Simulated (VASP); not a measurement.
Hf, 2 atoms in the cell. The structure is tetragonal, space group I4_1/amd (No. 141). The conventional cell has a = 4.132 Å, b = 4.132 Å, c = 2.262 Å, α = 90.00°, β = 90.00°, γ = 90.00°. Hf (site symmetry -4m2) has 10 Hf at 2.14 to 2.67 Å within 2.8 Å. 

```yaml
Program: VASP 6.6.1
Task: single point
Functional: PBE
Potentials_or_basis: VASP PAW PBE potentials, release 64 (Hf_pv)
Cutoff: 520 eV
k_mesh: 19 × 19 × 19
Occupations: fermi-dirac, width 0.08 eV
Spin: no spin polarisation
Dipole_correction: no
Further_INCAR_settings: ALGO = Normal; EDIFF = 1e-06; NBANDS = 17
```

Potentials or basis: VASP PAW PBE potentials, release 64 (Hf_pv).

Launch:

```bash
$ cat potpaw_PBE.64/Hf_pv/POTCAR > POTCAR
$ mpirun -np 1 vasp_std > vasp.out
```

Hardware: 1 thread of Intel(R) Xeon(R) Platinum 8259CL CPU @ 2.50GHz (Skylake/Cascade Lake) (shared host).

How long does it take, and how much memory?

Run time: 2 min on 1 thread of Intel(R) Xeon(R) Platinum 8259CL CPU @ 2.50GHz (Skylake/Cascade Lake), with other jobs on the host, peak memory 0.26 GiB. Counts: scf iterations 11, k points 550.
